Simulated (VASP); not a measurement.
# Ge (P6_3/mmc) in VASP: further runs, part 2 of 2

VASP 6.6.1.

## Step 5: Single point, PBE (strained)

Input file INCAR:

```
SYSTEM = Ge
  ALGO = Normal
  EDIFF = 1E-6
  ENCUT = 520
  GGA = PE
  ISIF = 2
  ISMEAR = 0
  LASPH = .True.
  LCHARG = .False.
  LREAL = .False.
  LWAVE = .False.
  NBANDS = 36
  NELM = 60
  PREC = Accurate
  SIGMA = 0.1
```

Input file KPOINTS:

```
k-points
0
Gamma
  12 12 6
  0 0 0
```

Input file POSCAR:

```
Ge
1.0
    4.0935678792      0.0000000000      0.0000000000
   -2.0467839396      3.5451337755      0.0000000000
    0.0000000000      0.0000000000      6.6588383453
Ge
4
Direct
    0.6666666667      0.3333333333      0.0250188917
    0.3333333333      0.6666666667      0.5250188917
    0.6666666667      0.3333333333      0.4749811083
    0.3333333333      0.6666666667      0.9749811083
```

Potentials or basis: VASP PAW PBE potentials, release 64 (Ge_d).

Launch:

```bash
> cat potpaw_PBE.64/Ge_d/POTCAR > POTCAR
> mpirun -np 1 vasp_std > vasp.out
```

OUTCAR:

```text
SYSTEM = Ge
   EDIFF = 1E-6
   ENCUT = 520
   GGA = PE
   ISIF = 2
   ISMEAR = 0
   LASPH = .True.
   LREAL = .False.
   NELM = 60
   PREC = Accurate

 ion  position               nearest neighbor table
   1  0.667  0.333  0.025-   4 2.39   4 2.39   4 2.39
   2  0.333  0.667  0.525-   3 2.39   3 2.39   3 2.39
   3  0.667  0.333  0.475-   2 2.39   2 2.39   2 2.39
   4  0.333  0.667  0.975-   1 2.39   1 2.39   1 2.39

  LATTYP: Found a hexagonal cell.
 ALAT       =     4.0935678792
 C/A-ratio  =     1.6266588321

  Lattice vectors:

 A1 = (   4.0935678792,   0.0000000000,   0.0000000000)
 A2 = (  -2.0467839396,   3.5451337755,   0.0000000000)
 A3 = (   0.0000000000,   0.0000000000,   6.6588383453)

Analysis of symmetry for initial positions (statically):
=====================================================================
 Subroutine PRICEL returns:
 Original cell was already a primitive cell.

 Routine SETGRP: Setting up the symmetry group for a
 hexagonal supercell.

 Subroutine GETGRP returns: Found 24 space group operations
 (whereof 12 operations were pure point group operations)
 out of a pool of 24 trial point group operations.

The static configuration has the point symmetry D_3d.
 The point group associated with its full space group is D_6h.

Analysis of symmetry for dynamics (positions and initial velocities):
=====================================================================
 Subroutine PRICEL returns:
 Original cell was already a primitive cell.

 Routine SETGRP: Setting up the symmetry group for a
 hexagonal supercell.

 Subroutine GETGRP returns: Found 24 space group operations
 (whereof 12 operations were pure point group operations)
 out of a pool of 24 trial point group operations.

The dynamic configuration has the point symmetry D_3d.
 The point group associated with its full space group is D_6h.

 Subroutine INISYM returns: Found 24 space group operations
 (whereof 12 operations are pure point group operations),
 and found     1 'primitive' translations

----------------------------------------------------------------------------------------

                                     Primitive cell

  volume of cell :      96.6347

  direct lattice vectors                    reciprocal lattice vectors
     4.093567879  0.000000000  0.000000000     0.244285677  0.141038401  0.000000000
    -2.046783940  3.545133776  0.000000000     0.000000000  0.282076803  0.000000000
     0.000000000  0.000000000  6.658838345     0.000000000  0.000000000  0.150176344

  length of vectors
     4.093567879  4.093567879  6.658838345     0.282076803  0.282076803  0.150176344

  position of ions in fractional coordinates (direct lattice)
     0.666666667  0.333333333  0.025018892
     0.333333333  0.666666667  0.525018892
     0.666666667  0.333333333  0.474981108
     0.333333333  0.666666667  0.974981108

  ion indices of the primitive-cell ions
   primitive index   ion index
                 1           1
                 2           2
                 3           3
                 4           4

----------------------------------------------------------------------------------------

 KPOINTS: k-points

Automatic generation of k-mesh.
 Grid dimensions read from file:
 generate k-points for:   12   12    6

 Generating k-lattice:

  Cartesian coordinates                     Fractional coordinates (reciprocal lattice)
     0.020357140  0.011753200  0.000000000     0.083333333  0.000000000  0.000000000
     0.000000000  0.023506400  0.000000000     0.000000000  0.083333333  0.000000000
     0.000000000  0.000000000  0.025029391     0.000000000  0.000000000  0.166666667

  Length of vectors
     0.023506400  0.023506400  0.025029391

  Shift w.r.t. Gamma in fractional coordinates (k-lattice)
     0.000000000  0.000000000  0.000000000

 Subroutine IBZKPT returns following result:
 ===========================================

 Found     76 irreducible k-points:

 Following reciprocal coordinates:
            Coordinates               Weight
  0.000000  0.000000  0.000000      1.000000
  0.083333  0.000000  0.000000      6.000000
  0.166667  0.000000  0.000000      6.000000
  0.250000 -0.000000  0.000000      6.000000
  0.333333 -0.000000  0.000000      6.000000
  0.416667  0.000000  0.000000      6.000000
[... 16 lines left out ...]
  0.250000 -0.000000  0.166667     12.000000
  0.333333 -0.000000  0.166667     12.000000
 [... further k-points ...]
   k-points           NKPTS =     76   k-points in BZ     NKDIM =     76   number of bands    NBANDS=     36
   number of dos      NEDOS =    301   number of ions     NIONS =      4
   total plane-waves  NPLWV =  45000
   dimension x,y,z NGX =    30 NGY =   30 NGZ =   50
   dimension x,y,z NGXF=    60 NGYF=   60 NGZF=  100
   ions per type =               4
   NGX,Y,Z   is equivalent  to a cutoff of  12.18, 12.18, 12.48 a.u.
   NGXF,Y,Z  is equivalent  to a cutoff of  24.37, 24.37, 24.97 a.u.
 SYSTEM =  Ge
   PREC   = accura    normal or accurate (medium, high low for compatibility)
   ISTART =      0    job   : 0-new  1-cont  2-samecut
   ICHARG =      2    charge: 1-file 2-atom 10-const
   ISPIN  =      1    spin polarized calculation?
   LNONCOLLINEAR =      F non collinear calculations
   LSORBIT =      F    spin-orbit coupling
   LASPH  =      T    aspherical Exc in radial PAW
   ENCUT  =  520.0 eV  38.22 Ry    6.18 a.u.   7.61  7.61 12.38*2*pi/ulx,y,z
   NELM   =     60;   NELMIN=  2; NELMDL= -5     # of ELM steps
   EDIFF  = 0.1E-05   stopping-criterion for ELM
   LREAL  =      F    real-space projection
   EDIFFG = 0.1E-04   stopping-criterion for IOM
   NSW    =      0    number of steps for IOM
   IBRION =     -1    ionic relax: 0-MD 1-quasi-New 2-CG
   NFREE  =      0    steps in history (QN), initial steepest desc. (CG)
   ISIF   =      2    stress and relaxation
   ISYM   =      2    0-nonsym 1-usesym 2-fastsym
   POTIM  = 0.5000    time-step for ionic-motion
   TEBEG  =    0.0;   TEEND  =   0.0 temperature during run
   PSTRESS=    0.0 pullay stress
   NELECT =      56.0000    total number of electrons
   NUPDOWN=      -1.0000    fix difference up-down
   EMIN   =  10.00;   EMAX   =-10.00  energy-range for DOS
   EFERMI =   0.00;   METHOD = LEGACY
   ISMEAR =     0;   SIGMA  =   0.10  broadening in eV -4-tet -1-fermi 0-gaus
   EFERMI_NEDOS =   21; number of points for ismear=-14 and -15
   IALGO  =     38    algorithm
   IMIX   =      4    mixing-type and parameters
     AMIX     =   0.40;   BMIX     =  1.00
     AMIX_MAG =   1.60;   BMIX_MAG =  1.00
  volume/ion in A,a.u.               =      24.16       163.03
  Fermi-wavevector in a.u.,A,eV,Ry     =   1.364876  2.579241 25.346103  1.862886
  Thomas-Fermi vector in A             =   2.491153
   LORBIT       =      0    0 simple, 1 ext, 2 COOP (PROOUT), +10 PAW based schemes
   GGA     = PE    functional components
   LHFCALC =     F    Hartree Fock is set to
   AEXX    =    0.0000 exact exchange contribution
   IVDW    =     0    specifies the selected vdW correction
   LEPSILON=     F    determine dielectric tensor
   LRPA    =     F    only Hartree local field effects (RPA)
 non-spin polarized calculation
 Gauss-broadening in eV      SIGMA  =   0.10
  energy-cutoff  :      520.00
  volume of cell :       96.63
 maximum number of plane-waves:      2633
   NGX = 15   NGY = 15   NGZ = 25

 number of electron      55.9999964 magnetization

 Free energy of the ion-electron system (eV)
  ---------------------------------------------------
  ext. energy  EPLUGINS =         0.00000000
  ---------------------------------------------------
  free energy    TOTEN  =       -16.66185290 eV

  energy without entropy =      -16.65456938  energy(sigma->0) =      -16.65821114

 E-fermi :   4.5856     XC(G=0):  -9.6464

 val. band max:        4.5716079857   @ k =   0.5000  -0.0000   0.3333
 cond. band min:       4.5889921448   @ k =   0.4167   0.0000   0.3333
 fundamental gap:      0.0173841591
 Fermi energy:         4.5855510490

 k-point     1 :       0.0000    0.0000    0.0000
  band No.  band energies     occupation
      1     -20.5539      2.00000
      2     -20.5334      2.00000
      3     -20.5334      2.00000
      4     -20.5304      2.00000
      5     -20.5303      2.00000
      6     -20.5110      2.00000
[... 925 lines left out ...]
     35      10.6894      0.00000
     36      11.4644      0.00000

 [... further k-points ...]

------------------------ aborting loop because EDIFF is reached ----------------------------------------

  FORCE on cell =-STRESS in cart. coord.  units (eV):
  Direction    XX          YY          ZZ          XY          YZ          ZX
  --------------------------------------------------------------------------------------
  -------------------------------------------------------------------------------------
  Total        3.7750481      3.7750481     -3.3955563      0.0000000     -0.0000000      0.0000000
  in kB       62.5892823     62.5892823    -56.2974112      0.0000000     -0.0000000      0.0000000
  external PRESSURE =      22.9603845 kB  Pullay stress =       0.0000000 kB

 VOLUME and BASIS-vectors are now :
 -----------------------------------------------------------------------------
  energy-cutoff  :      520.00
  volume of cell :       96.63
      direct lattice vectors                 reciprocal lattice vectors
     4.093567879  0.000000000  0.000000000     0.244285677  0.141038401  0.000000000
    -2.046783940  3.545133776  0.000000000     0.000000000  0.282076803  0.000000000
     0.000000000  0.000000000  6.658838345     0.000000000  0.000000000  0.150176344

 POSITION                                       TOTAL-FORCE (eV/Angst)
 -----------------------------------------------------------------------------------
      2.04678      1.18171      0.16660         0.000000      0.000000      1.702106
     -0.00000      2.36342      3.49602        -0.000000     -0.000000      1.702106
      2.04678      1.18171      3.16282         0.000000      0.000000     -1.702106
     -0.00000      2.36342      6.49224        -0.000000     -0.000000     -1.702106
 -----------------------------------------------------------------------------------
    total drift:                                0.000000     -0.000000      0.000000

  FREE ENERGIE OF THE ION-ELECTRON SYSTEM (eV)
  ---------------------------------------------------
  free  energy   TOTEN  =       -16.6618529023 eV

  energy  without entropy=      -16.6545693794  energy(sigma->0) =      -16.65821114
```

stdout:

```text
POSCAR found type information on POSCAR Ge
 POSCAR found :  1 types and       4 ions
 scaLAPACK will be used
 LDA part: xc-table for (Slater+PW92), standard interpolation
 POSCAR, INCAR and KPOINTS ok, starting setup
 FFT: planning ... GRIDC
 FFT: planning ... GRID_SOFT
 FFT: planning ... GRID
 WAVECAR not read
 entering main loop
```

Wall time 6 min (1 thread of Intel Xeon 8259CL, shared host); peak memory 0.32 GiB.

Results:

```
Free energy            : -16.6619 eV
Pressure               : 2.3 GPa
Largest force          : 1.702 eV/Å
Band gap on the k mesh : zero (bands 28 and 29 overlap by 1.84 eV)
```

Forces on the atoms (eV/Å):
```
Ge   0.000  0.000  1.702
Ge   0.000  0.000  1.702
Ge   0.000  0.000 -1.702
Ge   0.000  0.000 -1.702
```

Levels at points of the mesh, in eV from the Fermi level:
```csv
k point,band 24,band 25,band 26,band 27,band 28,band 29,band 30,band 31,band 32,band 33
"(0.00, 0.00, 0.00)",-2.04,-2.04,-1.90,-1.06,-1.06,-0.60,1.11,2.18,2.41,2.41
"(0.50, 0.00, 0.00)",-7.52,-3.54,-3.47,-2.50,-1.63,-0.33,1.12,2.87,4.68,5.10
"(0.00, 0.00, 0.50)",-3.36,-1.60,-1.60,-1.60,-1.60,-1.15,-1.15,3.01,3.01,3.01
"(0.50, 0.00, 0.50)",-8.30,-3.08,-3.08,-1.40,-1.40,0.37,0.37,1.07,1.07,7.29
```

Caveat: the cell differs from its parent crystal (strained); the stress differs along the axes, from -6 to 6 GPa; forces of over 1 eV/Å act on the atoms, so gaps and moduli don't describe the material at rest.

## Step 6: Overview

```tsv
cell	gap on the mesh (eV)	pressure (GPa)	largest force (eV/Å)
a = 3.900, b = 3.900, c = 6.637 Å, angles 90.0, 90.0, 120.0°, 4 atoms, atomic positions A	none	8.5	4.42
a = 4.068, b = 4.068, c = 6.517 Å, angles 90.0, 90.0, 120.0°, 4 atoms, atomic positions B	none	4.0	1.76
a = 4.153, b = 4.153, c = 6.262 Å, angles 90.0, 90.0, 120.0°, 4 atoms, atomic positions B	none	2.2	1.59
a = 4.094, b = 4.094, c = 6.659 Å, angles 90.0, 90.0, 120.0°, 4 atoms, atomic positions B	none	2.3	1.70
```

Alike in all rows: task single point; level PBE; potentials or basis VASP PAW PBE potentials, release 64 (Ge_d); no spin polarisation; k mesh 12 × 12 × 6; cutoff (eV) 520; smearing gaussian 0.1 eV.

Caveats: forces of over 1 eV/Å act on the atoms, so gaps and moduli don't describe the material at rest; the stress differs along the axes, from 2 to 22 GPa (at least some runs); the stress differs along the axes, from -5 to 8 GPa (at least some runs); the stress differs along the axes, from -2 to 4 GPa (at least some runs); the stress differs along the axes, from -6 to 6 GPa (at least some runs).

Total energies depend on the potentials used, so only differences within one code and one set of settings carry meaning.

The gap in the log of VASP goes by the Fermi energy; the results here count the filled bands.